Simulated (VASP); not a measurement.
# Co (P6_3/mmc) in VASP: notebook, part 2 of 2

VASP 6.6.1.

## 4. Single point, LDA, collinear spin, ferromagnetic start (volume scaled by 1.06)

The input, INCAR:

```
PREC = Accurate ; ENCUT = 520
EDIFF = 1E-6 ; ISMEAR = -1
SIGMA = 0.05 ; LREAL = F
LASPH = T ; NELM = 150
ALGO = Fast ; ISIF = 2
LWAVE = F ; LCHARG = T
ISPIN = 2 ; MAGMOM = 2 2
LORBIT = 11 ; LMAXMIX = 4
GGA = CA ; LELF = T
LVHAR = T ; NBANDS = 20
```

The input, KPOINTS:

```
regular mesh
0
Gamma
  12 12 7
```

The input, POSCAR:

```
Co
1.0
    2.5204827983      0.0000000000      0.0000000000
   -1.2602413992      2.1828021331      0.0000000000
    0.0000000000      0.0000000000      4.1000100648
Co
2
Direct
    0.6666666667      0.3333333333      0.7500000000
    0.3333333333      0.6666666667      0.2500000000
```

Potentials or basis: VASP PAW LDA potentials, release 64 (Co).

Launch:

```
$ cat potpaw_LDA.64/Co/POTCAR > POTCAR
$ mpirun -np 1 vasp_std > vasp.out
```

OUTCAR:

```text
PREC = Accurate
   ENCUT = 520
   EDIFF = 1E-6
   ISMEAR = -1
   LREAL = F
   LASPH = T
   NELM = 150
   ISIF = 2
   ISPIN = 2
   LORBIT = 11
   GGA = CA

 ion  position               nearest neighbor table
   1  0.667  0.333  0.750-   2 2.51   2 2.51   2 2.51   2 2.51   2 2.51   2 2.51
   2  0.333  0.667  0.250-   1 2.51   1 2.51   1 2.51   1 2.51   1 2.51   1 2.51

  LATTYP: Found a hexagonal cell.
 ALAT       =     2.5204827983
 C/A-ratio  =     1.6266764715

  Lattice vectors:

 A1 = (   2.5204827983,   0.0000000000,   0.0000000000)
 A2 = (  -1.2602413992,   2.1828021331,   0.0000000000)
 A3 = (   0.0000000000,   0.0000000000,   4.1000100648)

Analysis of symmetry for initial positions (statically):
=====================================================================
 Subroutine PRICEL returns:
 Original cell was already a primitive cell.

 Routine SETGRP: Setting up the symmetry group for a
 hexagonal supercell.

 Subroutine GETGRP returns: Found 24 space group operations
 (whereof 12 operations were pure point group operations)
[... 744 lines left out ...]

 spin component 2

 k-point     1 :       0.0000    0.0000    0.0000
  band No.  band energies     occupation
      1       0.8532      1.00000
      2       5.3866      1.00000
      3       8.3688      1.00000
      4       8.4276      1.00000
      5       8.4276      1.00000
      6       8.7609      0.99999
[... 541 lines left out ...]
     19      32.2648      0.00000
     20      33.7902      0.00000

 [... further k-points ...]
[... 5 lines left out ...]
  --------------------------------------------------------------------------------------
  -------------------------------------------------------------------------------------
  Total       -3.3883073     -3.3883073     -3.7522510      0.0000000      0.0000000      0.0000000
  in kB     -240.6635631   -240.6635631   -266.5136327      0.0000000      0.0000000      0.0000000
  external PRESSURE =    -249.2802530 kB  Pullay stress =       0.0000000 kB

 VOLUME and BASIS-vectors are now :
 -----------------------------------------------------------------------------
  energy-cutoff  :      520.00
  volume of cell :       22.56
      direct lattice vectors                 reciprocal lattice vectors
     2.520482798  0.000000000  0.000000000     0.396749385  0.229063364  0.000000000
    -1.260241399  2.182802133  0.000000000     0.000000000  0.458126728  0.000000000
     0.000000000  0.000000000  4.100010065     0.000000000  0.000000000  0.243901840

 POSITION                                       TOTAL-FORCE (eV/Angst)
 -----------------------------------------------------------------------------------
      1.26024      0.72760      3.07501        -0.000000      0.000000      0.000000
     -0.00000      1.45520      1.02500         0.000000     -0.000000      0.000000
 -----------------------------------------------------------------------------------
    total drift:                               -0.000000      0.000000     -0.000000

  FREE ENERGIE OF THE ION-ELECTRON SYSTEM (eV)
  ---------------------------------------------------
  free  energy   TOTEN  =       -16.0234886705 eV

  energy  without entropy=      -16.0056926620  energy(sigma->0) =      -16.01459067

 total charge

# of ion       s       p       d       tot
------------------------------------------
    1        0.473   0.483   7.255   8.211
    2        0.473   0.483   7.255   8.211
--------------------------------------------------
tot          0.945   0.965  14.510  16.421

 magnetization (x)

# of ion       s       p       d       tot
------------------------------------------
    1       -0.012  -0.037   1.641   1.591
    2       -0.012  -0.037   1.641   1.591
--------------------------------------------------
tot         -0.025  -0.075   3.281   3.182
```

stdout:

```text
POSCAR found type information on POSCAR Co
 POSCAR found :  1 types and       2 ions
 scaLAPACK will be used
 LDA part: xc-table for (Slater(with rela. corr.)+CA(PZ))
 , standard interpolation
 POSCAR, INCAR and KPOINTS ok, starting setup
 FFT: planning ... GRIDC
 FFT: planning ... GRID_SOFT
 FFT: planning ... GRID
 WAVECAR not read
 entering main loop
```

It took 33 s on 1 thread of Intel Xeon 6975P-C (Granite Rapids), shared host; peak memory 0.16 GiB.

What came out:

- Free energy: -16.0235 eV
- Pressure: -24.9 GPa
- Net moment: 3.16 μB per cell
- Site moments: Co +1.59 μB
- Valence electrons inside the program's atomic spheres: Co 8.21

Stress tensor (GPa, compression positive):
```
-24.07   0.00   0.00
  0.00 -24.07   0.00
  0.00   0.00 -26.65
```

Levels at points of the mesh, in eV from the Fermi level:
Spin up:
```csv
k point,band 8,band 9,band 10,band 11,band 12,band 13,band 14,band 15
"(0.00, 0.00, 0.00)",-1.72,-1.72,-0.69,-0.69,-0.10,6.02,21.74,23.88
"(0.50, 0.00, 0.00)",-0.55,-0.48,-0.41,1.33,3.23,9.37,9.94,12.46
```
Spin down:
```tsv
k point	band 3	band 4	band 5	band 6	band 7	band 8	band 9	band 10	band 11	band 12
(0.00, 0.00, 0.00)	-0.98	-0.92	-0.92	-0.59	-0.59	-0.17	-0.17	0.05	0.96	0.96
(0.50, 0.00, 0.00)	-3.04	-1.61	-1.05	-0.99	-0.61	1.10	1.19	1.25	2.47	4.18
```

## 5. The runs side by side

```tsv
level	potentials or basis	cell	gap on the mesh (eV)	pressure (GPa)	moment (μB)
LDA	VASP PAW LDA potentials, release 64 (Co)	a = 2.505, b = 2.505, c = 4.074 Å, angles 90.0, 90.0, 120.0°, 2 atoms	none	-22.2	3.11
PBEsol	VASP PAW PBE potentials, release 64 (Co)	a = 2.505, b = 2.505, c = 4.074 Å, angles 90.0, 90.0, 120.0°, 2 atoms	none	-13.8	3.27
LDA	VASP PAW LDA potentials, release 64 (Co)	a = 2.520, b = 2.520, c = 4.100 Å, angles 90.0, 90.0, 120.0°, 2 atoms	none	-24.9	3.16
```

Alike in all rows: task single point; spin collinear, ferromagnetic start; k mesh 12 × 12 × 7; cutoff (eV) 520; smearing fermi-dirac 0.05 eV.

Caveats: the PAW data sets were made with another functional, which shifts forces and pressure a little (some runs).

Total energies depend on the potentials used, so only differences within one code and one set of settings carry meaning.
